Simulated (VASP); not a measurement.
# BeSi (P6/mmm) in VASP: notebook, part 2 of 2

VASP 6.6.1. The steps go on from the part before.

### Step 3. Single point, PBE

This run uses another cell than the first one, of 21.69 Å³/atom, 1.471 times its volume.

Input file INCAR:

```
PREC     = Accurate       # precision mode
ENCUT    = 520            # plane-wave cutoff, eV
EDIFF    = 1E-6           # SCF threshold, eV
ISMEAR   = 0              # smearing method
SIGMA    = 0.1            # smearing width, eV
LREAL    = False          # projectors in reciprocal space
LASPH    = True           # aspherical terms in the spheres
NELM     = 60             # most SCF steps
ALGO     = Normal         # electronic algorithm
ISIF     = 2              # what is computed and relaxed
LWAVE    = False          # write WAVECAR
LCHARG   = False          # write CHGCAR
GGA      = PE             # functional
NBANDS   = 10             # bands
```

Input file KPOINTS:

```
regular mesh
0
Gamma
  6 6 2
```

Input file POSCAR:

```
BeSi
1.0
    2.4844569000      0.0000000000      0.0000000000
   -1.2422284500      2.1516027900      0.0000000000
    0.0000000000      0.0000000000      8.1142362200
Be Si
1 1
Direct
    0.0000000000      0.0000000000      0.0000000000
    0.0000000000      0.0000000000      0.5000000000
```

Potentials or basis: VASP PAW PBE potentials, release 64 (Be, Si).

Run with:

```sh
cat potpaw_PBE.64/Be/POTCAR potpaw_PBE.64/Si/POTCAR > POTCAR
mpirun -np 1 vasp_std > vasp.out
```

OUTCAR:

```text
PREC = Accurate
   ENCUT = 520
   EDIFF = 1E-6
   ISMEAR = 0
   LREAL = False
   LASPH = True
   NELM = 60
   ISIF = 2
   GGA = PE

 ion  position               nearest neighbor table
   1  0.000  0.000  0.000-
   2  0.000  0.000  0.500-

  LATTYP: Found a hexagonal cell.
 ALAT       =     2.4844569000
 C/A-ratio  =     3.2659999938

  Lattice vectors:

 A1 = (   2.4844569000,   0.0000000000,   0.0000000000)
 A2 = (  -1.2422284500,   2.1516027900,   0.0000000000)
 A3 = (   0.0000000000,   0.0000000000,   8.1142362200)

Analysis of symmetry for initial positions (statically):
=====================================================================
 Subroutine PRICEL returns:
 Original cell was already a primitive cell.

 Routine SETGRP: Setting up the symmetry group for a
 hexagonal supercell.

 Subroutine GETGRP returns: Found 24 space group operations
 (whereof 24 operations were pure point group operations)
 out of a pool of 24 trial point group operations.

The static configuration has the point symmetry D_6h.

Analysis of symmetry for dynamics (positions and initial velocities):
=====================================================================
 Subroutine PRICEL returns:
 Original cell was already a primitive cell.

 Routine SETGRP: Setting up the symmetry group for a
 hexagonal supercell.

 Subroutine GETGRP returns: Found 24 space group operations
 (whereof 24 operations were pure point group operations)
 out of a pool of 24 trial point group operations.

The dynamic configuration has the point symmetry D_6h.

 Subroutine INISYM returns: Found 24 space group operations
 (whereof 24 operations are pure point group operations),
 and found     1 'primitive' translations

----------------------------------------------------------------------------------------

                                     Primitive cell
[... 103 lines left out ...]
  Thomas-Fermi vector in A             =   1.962048
   LORBIT       =      0    0 simple, 1 ext, 2 COOP (PROOUT), +10 PAW based schemes
   GGA     = PE    functional components
   LHFCALC =     F    Hartree Fock is set to
   AEXX    =    0.0000 exact exchange contribution
   IVDW    =     0    specifies the selected vdW correction
   LEPSILON=     F    determine dielectric tensor
   LRPA    =     F    only Hartree local field effects (RPA)
 non-spin polarized calculation
 Gauss-broadening in eV      SIGMA  =   0.10
  energy-cutoff  :      520.00
  volume of cell :       43.38
 maximum number of plane-waves:      1192
   NGX =  9   NGY =  9   NGZ = 31

 number of electron       6.0000000 magnetization

 Free energy of the ion-electron system (eV)
  ---------------------------------------------------
  ext. energy  EPLUGINS =         0.00000000
  ---------------------------------------------------
  free energy    TOTEN  =        -7.29543193 eV

  energy without entropy =       -7.29221885  energy(sigma->0) =       -7.29382539

 E-fermi :   2.3808     XC(G=0):  -8.0686

 val. band max:        2.3140839873   @ k =   0.3333   0.0000   0.5000
 cond. band min:       2.5583821517   @ k =   0.1667   0.0000   0.5000
 fundamental gap:      0.2442981644
 Fermi energy:         2.3808081146

 k-point     1 :       0.0000    0.0000    0.0000
  band No.  band energies     occupation
      1      -9.8241      2.00000
      2      -3.0974      2.00000
      3      -1.4132      2.00000
      4       2.7300      0.00000
      5       6.1097      0.00000
      6      13.9620      0.00000
      7      14.9966      0.00000
      8      17.5275      0.00000
      9      17.5429      0.00000
     10      17.5971      0.00000
[... 157 lines left out ...]
 k-point    14 :       0.3333    0.3333    0.5000
  band No.  band energies     occupation
      1      -0.2066      2.00000
      2      -0.2066      2.00000
      3       1.3190      2.00000
      4       4.3458      0.00000
      5       4.3458      0.00000
      6       6.8617      0.00000
      7       8.8548      0.00000
      8       9.7983      0.00000
      9      10.1169      0.00000
     10      10.1169      0.00000

------------------------ aborting loop because EDIFF is reached ----------------------------------------

  FORCE on cell =-STRESS in cart. coord.  units (eV):
  Direction    XX          YY          ZZ          XY          YZ          ZX
  --------------------------------------------------------------------------------------
  -------------------------------------------------------------------------------------
  Total       -1.9323289     -1.9323289     -0.8617473      0.0000000     -0.0000000     -0.0000000
  in kB      -71.3757059    -71.3757059    -31.8309282      0.0000000     -0.0000000     -0.0000000
  external PRESSURE =     -58.1941133 kB  Pullay stress =       0.0000000 kB

 VOLUME and BASIS-vectors are now :
 -----------------------------------------------------------------------------
  energy-cutoff  :      520.00
  volume of cell :       43.38
      direct lattice vectors                 reciprocal lattice vectors
     2.484456900  0.000000000  0.000000000     0.402502454  0.232384900  0.000000000
    -1.242228450  2.151602790  0.000000000     0.000000000  0.464769801  0.000000000
     0.000000000  0.000000000  8.114236220     0.000000000  0.000000000  0.123240188

 POSITION                                       TOTAL-FORCE (eV/Angst)
 -----------------------------------------------------------------------------------
      0.00000      0.00000      0.00000         0.000000      0.000000      0.000000
      0.00000      0.00000      4.05712        -0.000000      0.000000      0.000000
 -----------------------------------------------------------------------------------
    total drift:                               -0.000000      0.000000      0.000000

  FREE ENERGIE OF THE ION-ELECTRON SYSTEM (eV)
  ---------------------------------------------------
  free  energy   TOTEN  =        -7.2954319281 eV

  energy  without entropy=       -7.2922188548  energy(sigma->0) =       -7.29382539
```

stdout:

```text
POSCAR found type information on POSCAR BeSi
 POSCAR found :  2 types and       2 ions
 scaLAPACK will be used
 LDA part: xc-table for (Slater+PW92), standard interpolation
 POSCAR, INCAR and KPOINTS ok, starting setup
 FFT: planning ... GRIDC
 FFT: planning ... GRID_SOFT
 FFT: planning ... GRID
 WAVECAR not read
 entering main loop
```

It took 2.8 s on 1 thread of Intel Xeon 6975P-C (Granite Rapids), shared host; peak memory 0.14 GiB.

Results:

- Free energy: -7.2954 eV
- Pressure: -5.8 GPa
- Band gap on the k mesh: zero (band 3 reaches 2.31 eV, above the bottom of band 4 at 1.69 eV)

Stress tensor (GPa, compression positive):
```
-7.14  0.00  0.00
 0.00 -7.14  0.00
 0.00  0.00 -3.18
```

Caveat: the k points lie up to 0.49 Å⁻¹ apart.
